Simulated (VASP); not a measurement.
# CaO (F-43m) in VASP: notebook

CaO is run at these levels: PBEsol, PBEsol+D3(BJ); tasks: single point.

Program: VASP 6.6.1. These are calculated values, not measurements. Logs are shortened: lines on timing, memory, paths and dates and some standing lists are left out, and cuts for length are marked.

## 1. The cell of the first run

The structure is cubic, space group F-43m (No. 216). The conventional cell has a = 5.213 Å, b = 5.213 Å, c = 5.213 Å, α = 90.00°, β = 90.00°, γ = 90.00°. Ca (site symmetry -43m) has 4 O at 2.26 Å within 3.0 Å. Within 3.0 Å of O (site symmetry -43m) lie 4 Ca at 2.26 Å.

## 2. Single point, PBEsol

File INCAR:

```
PREC = Accurate
ENCUT = 600
EDIFF = 1E-6
ISMEAR = 0
SIGMA = 0.01
LREAL = F
LASPH = T
NELM = 120
ALGO = Normal
ISIF = 2
LWAVE = F
LCHARG = F
GGA = PS
NBANDS = 15
GGA_COMPAT = F
```

File KPOINTS:

```
Automatic mesh
0
Gamma
  5 5 5
```

File POSCAR:

```
CaO
1.0
    0.0000000000      2.6067317416      2.6067317416
    2.6067317416      0.0000000000      2.6067317416
    2.6067317416      2.6067317416      0.0000000000
Ca O
1 1
Direct
    0.0000000000      0.0000000000      0.0000000000
    0.2500000000      0.2500000000      0.2500000000
```

Potentials or basis: VASP PAW PBE potentials, release 64 (Ca_sv, O).

Run with:

```
cat potpaw_PBE.64/Ca_sv/POTCAR potpaw_PBE.64/O/POTCAR > POTCAR
mpirun -np 1 vasp_std > vasp.out
```

OUTCAR:

```text
PREC = Accurate
   ENCUT = 600
   EDIFF = 1E-6
   ISMEAR = 0
   LREAL = F
   LASPH = T
   NELM = 120
   ISIF = 2
   GGA = PS

 ion  position               nearest neighbor table
   1  0.000  0.000  0.000-   2 2.26   2 2.26   2 2.26   2 2.26
   2  0.250  0.250  0.250-   1 2.26   1 2.26   1 2.26   1 2.26

  LATTYP: Found a face centered cubic cell.
 ALAT       =     5.2134634832

  Lattice vectors:

 A1 = (   0.0000000000,   2.6067317416,   2.6067317416)
 A2 = (   2.6067317416,   0.0000000000,   2.6067317416)
 A3 = (   2.6067317416,   2.6067317416,   0.0000000000)

Analysis of symmetry for initial positions (statically):
=====================================================================
 Subroutine PRICEL returns:
 Original cell was already a primitive cell.

 Routine SETGRP: Setting up the symmetry group for a
 face centered cubic supercell.

 Subroutine GETGRP returns: Found 24 space group operations
 (whereof 24 operations were pure point group operations)
 out of a pool of 48 trial point group operations.

The static configuration has the point symmetry T_d .

Analysis of symmetry for dynamics (positions and initial velocities):
=====================================================================
 Subroutine PRICEL returns:
 Original cell was already a primitive cell.

 Routine SETGRP: Setting up the symmetry group for a
 face centered cubic supercell.

 Subroutine GETGRP returns: Found 24 space group operations
 (whereof 24 operations were pure point group operations)
 out of a pool of 48 trial point group operations.

The dynamic configuration has the point symmetry T_d .

 Subroutine INISYM returns: Found 24 space group operations
 (whereof 24 operations are pure point group operations),
 and found     1 'primitive' translations

----------------------------------------------------------------------------------------

                                     Primitive cell

  volume of cell :      35.4257

  direct lattice vectors                    reciprocal lattice vectors
     0.000000000  2.606731742  2.606731742    -0.191811068  0.191811068  0.191811068
     2.606731742  0.000000000  2.606731742     0.191811068 -0.191811068  0.191811068
     2.606731742  2.606731742  0.000000000     0.191811068  0.191811068 -0.191811068

  length of vectors
     3.686475382  3.686475382  3.686475382     0.332226516  0.332226516  0.332226516

  position of ions in fractional coordinates (direct lattice)
     0.000000000  0.000000000  0.000000000
     0.250000000  0.250000000  0.250000000

  ion indices of the primitive-cell ions
   primitive index   ion index
                 1           1
                 2           2

----------------------------------------------------------------------------------------

 KPOINTS: Automatic mesh

Automatic generation of k-mesh.
 Grid dimensions read from file:
 generate k-points for:    5    5    5

 Generating k-lattice:

  Cartesian coordinates                     Fractional coordinates (reciprocal lattice)
    -0.038362214  0.038362214  0.038362214     0.200000000  0.000000000  0.000000000
     0.038362214 -0.038362214  0.038362214     0.000000000  0.200000000  0.000000000
     0.038362214  0.038362214 -0.038362214     0.000000000  0.000000000  0.200000000

  Length of vectors
     0.066445303  0.066445303  0.066445303

  Shift w.r.t. Gamma in fractional coordinates (k-lattice)
     0.000000000  0.000000000  0.000000000

 Subroutine IBZKPT returns following result:
 ===========================================

 Found     10 irreducible k-points:

 Following reciprocal coordinates:
            Coordinates               Weight
  0.000000  0.000000  0.000000      1.000000
  0.200000  0.000000  0.000000      8.000000
  0.400000  0.000000  0.000000      8.000000
  0.200000  0.200000  0.000000      6.000000
  0.400000  0.200000  0.000000     24.000000
 -0.400000  0.200000  0.000000     24.000000
 -0.200000  0.200000  0.000000     12.000000
  0.400000  0.400000  0.000000      6.000000
 -0.400000  0.400000  0.000000     12.000000
 -0.400000  0.400000  0.200000     24.000000
   k-points           NKPTS =     10   k-points in BZ     NKDIM =     10   number of bands    NBANDS=     15
   number of dos      NEDOS =    301   number of ions     NIONS =      2
   total plane-waves  NPLWV =  27000
   dimension x,y,z NGX =    30 NGY =   30 NGZ =   30
   dimension x,y,z NGXF=    60 NGYF=   60 NGZF=   60
   ions per type =               1   1
   NGX,Y,Z   is equivalent  to a cutoff of  13.53, 13.53, 13.53 a.u.
   NGXF,Y,Z  is equivalent  to a cutoff of  27.06, 27.06, 27.06 a.u.
 SYSTEM =  unknown system
   PREC   = accura    normal or accurate (medium, high low for compatibility)
   ISTART =      0    job   : 0-new  1-cont  2-samecut
   ICHARG =      2    charge: 1-file 2-atom 10-const
   ISPIN  =      1    spin polarized calculation?
   LNONCOLLINEAR =      F non collinear calculations
   LSORBIT =      F    spin-orbit coupling
   LASPH  =      T    aspherical Exc in radial PAW
   ENCUT  =  600.0 eV  44.10 Ry    6.64 a.u.   7.36  7.36  7.36*2*pi/ulx,y,z
   NELM   =    120;   NELMIN=  2; NELMDL= -5     # of ELM steps
   EDIFF  = 0.1E-05   stopping-criterion for ELM
   LREAL  =      F    real-space projection
[... 7 lines left out ...]
   TEBEG  =    0.0;   TEEND  =   0.0 temperature during run
   PSTRESS=    0.0 pullay stress
   NELECT =      16.0000    total number of electrons
   NUPDOWN=      -1.0000    fix difference up-down
   EMIN   =  10.00;   EMAX   =-10.00  energy-range for DOS
   EFERMI =   0.00;   METHOD = LEGACY
   ISMEAR =     0;   SIGMA  =   0.01  broadening in eV -4-tet -1-fermi 0-gaus
   EFERMI_NEDOS =   21; number of points for ismear=-14 and -15
   IALGO  =     38    algorithm
   IMIX   =      4    mixing-type and parameters
     AMIX     =   0.40;   BMIX     =  1.00
     AMIX_MAG =   1.60;   BMIX_MAG =  1.00
  volume/ion in A,a.u.               =      17.71       119.53
  Fermi-wavevector in a.u.,A,eV,Ry     =   1.256055  2.373599 21.465543  1.577673
  Thomas-Fermi vector in A             =   2.389781
   LORBIT       =      0    0 simple, 1 ext, 2 COOP (PROOUT), +10 PAW based schemes
   GGA     = PS    functional components
   LHFCALC =     F    Hartree Fock is set to
   AEXX    =    0.0000 exact exchange contribution
   IVDW    =     0    specifies the selected vdW correction
   LEPSILON=     F    determine dielectric tensor
   LRPA    =     F    only Hartree local field effects (RPA)
 non-spin polarized calculation
 Gauss-broadening in eV      SIGMA  =   0.01
  energy-cutoff  :      600.00
  volume of cell :       35.43
 maximum number of plane-waves:      1243
 NGX is ok and might be reduce to    30
   NGX = 15   NGY = 15   NGZ = 15

 number of electron      16.0000003 magnetization

 Free energy of the ion-electron system (eV)
  ---------------------------------------------------
  ext. energy  EPLUGINS =         0.00000000
  ---------------------------------------------------
  free energy    TOTEN  =       -12.96300929 eV

  energy without entropy =      -12.96300929  energy(sigma->0) =      -12.96300929

 E-fermi :   0.3562     XC(G=0):  -9.2822

 val. band max:        0.2579354246   @ k =  -0.4000   0.4000   0.0000
 cond. band min:       3.5284033149   @ k =   0.0000   0.0000   0.0000
 fundamental gap:      3.2704678902
 Fermi energy:         0.3561745037

 k-point     1 :       0.0000    0.0000    0.0000
  band No.  band energies     occupation
      1     -36.5855      2.00000
      2     -17.6064      2.00000
      3     -17.6064      2.00000
      4     -17.6064      2.00000
      5     -14.3659      2.00000
      6      -0.3047      2.00000
      7      -0.3047      2.00000
      8      -0.3047      2.00000
      9       3.5284      0.00000
     10       8.3109      0.00000
     11       8.3109      0.00000
     12       9.9576      0.00000
     13       9.9576      0.00000
     14       9.9576      0.00000
     15      16.7599      0.00000

 k-point     2 :       0.2000    0.0000    0.0000
  band No.  band energies     occupation
      1     -36.5693      2.00000
      2     -17.8889      2.00000
      3     -17.6256      2.00000
      4     -17.6256      2.00000
      5     -14.0908      2.00000
      6      -0.6377      2.00000
      7      -0.2032      2.00000
      8      -0.2032      2.00000
      9       4.7492      0.00000
     10       7.9967      0.00000
     11       7.9967      0.00000
     12       9.4444      0.00000
     13      10.2065      0.00000
     14      10.2065      0.00000
     15      13.8388      0.00000

 k-point     3 :       0.4000    0.0000    0.0000
  band No.  band energies     occupation
      1     -36.5430      2.00000
      2     -18.2673      2.00000
      3     -17.6562      2.00000
      4     -17.6562      2.00000
      5     -13.7431      2.00000
      6      -0.7175      2.00000
      7      -0.0622      2.00000
      8      -0.0622      2.00000
      9       6.2119      0.00000
     10       8.0885      0.00000
     11       8.0885      0.00000
     12       8.6478      0.00000
     13       9.9015      0.00000
     14       9.9015      0.00000
     15      12.1733      0.00000
[... 91 lines left out ...]
 k-point     9 :      -0.4000    0.4000    0.0000
  band No.  band energies     occupation
      1     -36.5237      2.00000
      2     -18.3581      2.00000
      3     -17.8104      2.00000
      4     -17.7297      2.00000
      5     -13.4861      2.00000
      6      -0.8801      2.00000
      7       0.1441      2.00000
      8       0.2579      2.00000
      9       5.2086      0.00000
     10       6.9285      0.00000
     11       8.7345      0.00000
     12       9.9232      0.00000
     13       9.9945      0.00000
     14      12.3439      0.00000
     15      13.5369      0.00000

 k-point    10 :      -0.4000    0.4000    0.2000
  band No.  band energies     occupation
      1     -36.5270      2.00000
      2     -18.3114      2.00000
      3     -17.8154      2.00000
      4     -17.7265      2.00000
      5     -13.5203      2.00000
      6      -0.6465      2.00000
      7      -0.1558      2.00000
      8       0.2484      2.00000
      9       5.4318      0.00000
     10       6.8220      0.00000
     11       8.7209      0.00000
     12       9.7629      0.00000
     13      10.1874      0.00000
     14      11.4750      0.00000
     15      13.6642      0.00000

------------------------ aborting loop because EDIFF is reached ----------------------------------------

  FORCE on cell =-STRESS in cart. coord.  units (eV):
  Direction    XX          YY          ZZ          XY          YZ          ZX
  --------------------------------------------------------------------------------------
  -------------------------------------------------------------------------------------
  Total       -0.2473674     -0.2473674     -0.2473674     -0.0000000     -0.0000000     -0.0000000
  in kB      -11.1875249    -11.1875249    -11.1875249     -0.0000000     -0.0000000     -0.0000000
  external PRESSURE =     -11.1875249 kB  Pullay stress =       0.0000000 kB

 VOLUME and BASIS-vectors are now :
 -----------------------------------------------------------------------------
  energy-cutoff  :      600.00
  volume of cell :       35.43
      direct lattice vectors                 reciprocal lattice vectors
     0.000000000  2.606731742  2.606731742    -0.191811068  0.191811068  0.191811068
     2.606731742  0.000000000  2.606731742     0.191811068 -0.191811068  0.191811068
     2.606731742  2.606731742  0.000000000     0.191811068  0.191811068 -0.191811068

 POSITION                                       TOTAL-FORCE (eV/Angst)
 -----------------------------------------------------------------------------------
      0.00000      0.00000      0.00000        -0.000000     -0.000000      0.000000
      1.30337      1.30337      1.30337         0.000000      0.000000     -0.000000
 -----------------------------------------------------------------------------------
    total drift:                               -0.000000     -0.000000     -0.000000

  FREE ENERGIE OF THE ION-ELECTRON SYSTEM (eV)
  ---------------------------------------------------
  free  energy   TOTEN  =       -12.9630092935 eV

  energy  without entropy=      -12.9630092935  energy(sigma->0) =      -12.96300929
```

It took 16 s on 1 thread of Intel Xeon 8259CL, shared host; peak memory 0.17 GiB.

What came out:

| Property | Result |
| --- | --- |
| Free energy | -12.9630 eV |
| Pressure | -1.1 GPa |
| Band gap on the k mesh | 3.27 eV (least direct gap 3.83 eV) |

Caveat: the PAW data sets were made with another functional, which shifts forces and pressure a little; an odd mesh through Γ misses points on the zone boundary, where band edges can lie.

## 3. Single point, PBEsol

File INCAR:

```
SYSTEM = CaO
ALGO     = Normal         ! electronic algorithm
EDIFF    = 1E-6           ! SCF threshold, eV
ENCUT    = 600            ! plane-wave cutoff, eV
GGA      = PS             ! functional
GGA_COMPAT= .FALSE.      
ISIF     = 2              ! what is computed and relaxed
ISMEAR   = 0              ! smearing method
LASPH    = .TRUE.         ! aspherical terms in the spheres
LCHARG   = .TRUE.         ! write CHGCAR
LELF     = .TRUE.         ! ELF
LREAL    = .FALSE.        ! projectors in reciprocal space
LVHAR    = .TRUE.       
LWAVE    = .FALSE.        ! write WAVECAR
NBANDS   = 15             ! bands
NELM     = 120            ! most SCF steps
PREC     = Accurate       ! precision mode
SIGMA    = 0.01           ! smearing width, eV
```

File KPOINTS:

```
k-points
0
G
  6 6 6
  0 0 0
```

POSCAR is that of step 2.

Potentials or basis: VASP PAW PBE potentials, release 64 (Ca_sv, O).

Run with:

```
cat potpaw_PBE.64/Ca_sv/POTCAR potpaw_PBE.64/O/POTCAR > POTCAR
mpirun -np 1 vasp_std > vasp.out
```

It took 24 s on 1 thread of Intel Xeon 8259CL, shared host; peak memory 0.17 GiB.

It converged, with:

```
Free energy            : -12.9631 eV
Pressure               : -1.1 GPa
Band gap on the k mesh : 3.20 eV (least direct gap 3.83 eV)
```

Levels at points of the mesh, in eV from the valence-band top:
| k point | band 6 | band 7 | band 8 | band 9 | band 10 | band 11 |
| --- | --- | --- | --- | --- | --- | --- |
| (0.00, 0.00, 0.00) | -0.63 | -0.63 | -0.63 | 3.20 | 7.98 | 7.98 |
| (0.50, 0.00, 0.00) | -1.02 | -0.37 | -0.37 | 6.07 | 7.87 | 7.87 |
| (0.50, 0.50, 0.00) | -1.46 | 0.00 | 0.00 | 4.84 | 6.58 | 9.05 |

Caveat: the PAW data sets were made with another functional, which shifts forces and pressure a little.

## 4. Single point, PBEsol+D3(BJ)

File INCAR:

```
SYSTEM = CaO
ALGO = Normal
EDIFF = 1E-6
ENCUT = 600
GGA = PS
GGA_COMPAT = .FALSE.
ISIF = 2
ISMEAR = 0
IVDW = 12
LASPH = .TRUE.
LCHARG = .FALSE.
LREAL = .FALSE.
LWAVE = .FALSE.
NBANDS = 15
NELM = 120
PREC = Accurate
SIGMA = 0.01
```

KPOINTS is that of step 3.

POSCAR is that of step 3.

Run with:

```
cat potpaw_PBE.64/Ca_sv/POTCAR potpaw_PBE.64/O/POTCAR > POTCAR
mpirun -np 1 vasp_std > vasp.out
```

Wall time 22 s (1 thread of Intel Xeon 8259CL, shared host); peak memory 0.18 GiB.

It converged, with:

```yaml
Free_energy: -13.3734 eV
Pressure: -3.0 GPa
Band_gap_on_the_k_mesh: 3.20 eV (least direct gap 3.83 eV)
Dispersion_energy_per_atom: -0.205 eV
```

Levels at points of the mesh, in eV from the valence-band top:
```csv
k point,band 5,band 6,band 7,band 8,band 9,band 10,band 11,band 12
"(0.00, 0.00, 0.00)",-14.70,-0.63,-0.63,-0.63,3.20,7.98,7.98,9.63
"(0.50, 0.00, 0.00)",-14.02,-1.02,-0.37,-0.37,6.07,7.87,7.87,8.11
"(0.50, 0.50, 0.00)",-13.82,-1.46,0.00,0.00,4.84,6.58,9.05,9.37
```

Caveat: the cell stands under tension; the PAW data sets were made with another functional, which shifts forces and pressure a little.

## 5. Single point, PBEsol

File INCAR:

```
PREC = Accurate ; ENCUT = 600
EDIFF = 1E-6 ; ISMEAR = 1
SIGMA = 0.05 ; LREAL = F
LASPH = T ; NELM = 120
ALGO = Normal ; ISIF = 2
LWAVE = F ; LCHARG = T
GGA = PS ; LELF = T
LVHAR = T ; NBANDS = 15
GGA_COMPAT = F
```

File KPOINTS:

```
regular mesh
0
Gamma
  6 6 6
```

POSCAR is that of step 4.

Run with:

```
cat potpaw_PBE.64/Ca_sv/POTCAR potpaw_PBE.64/O/POTCAR > POTCAR
mpirun -np 1 vasp_std > vasp.out
```

It took 27 s on 1 thread of Intel Xeon 8259CL, shared host; peak memory 0.17 GiB.

It converged, with:

- Free energy: -12.9628 eV
- Pressure: -1.1 GPa
- Band gap on the k mesh: 3.20 eV (least direct gap 3.83 eV)

Levels at points of the mesh, in eV from the valence-band top:
| k point | band 6 | band 7 | band 8 | band 9 | band 10 | band 11 |
| --- | --- | --- | --- | --- | --- | --- |
| (0.00, 0.00, 0.00) | -0.63 | -0.63 | -0.63 | 3.20 | 7.98 | 7.98 |
| (0.50, 0.00, 0.00) | -1.02 | -0.37 | -0.37 | 6.07 | 7.87 | 7.87 |
| (0.50, 0.50, 0.00) | -1.46 | 0.00 | 0.00 | 4.84 | 6.58 | 9.05 |

Caveat: the PAW data sets were made with another functional, which shifts forces and pressure a little.

## 6. Summary

| level | k mesh | smearing | gap on the mesh (eV) | pressure (GPa) |
| --- | --- | --- | --- | --- |
| PBEsol | 5 × 5 × 5 | gaussian 0.01 eV | 3.27 | -1.1 |
| PBEsol | 6 × 6 × 6 | gaussian 0.01 eV | 3.20 | -1.1 |
| PBEsol+D3(BJ) | 6 × 6 × 6 | gaussian 0.01 eV | 3.20 | -3.0 |
| PBEsol | 6 × 6 × 6 | methfessel-paxton 0.05 eV | 3.20 | -1.1 |

Alike in all rows: task single point; potentials or basis VASP PAW PBE potentials, release 64 (Ca_sv, O); no spin polarisation; cell as given; cutoff (eV) 600.

The pressure there spans -3.0 GPa (PBEsol+D3(BJ)) to -1.1 GPa (PBEsol); a positive pressure means that this level wants a larger cell, a negative one a smaller.

Caveats: the PAW data sets were made with another functional, which shifts forces and pressure a little; an odd mesh through Γ misses points on the zone boundary, where band edges can lie (at least some runs); the cell stands under tension (at least some runs).

Absolute energies hang on the potentials; compare differences alone.
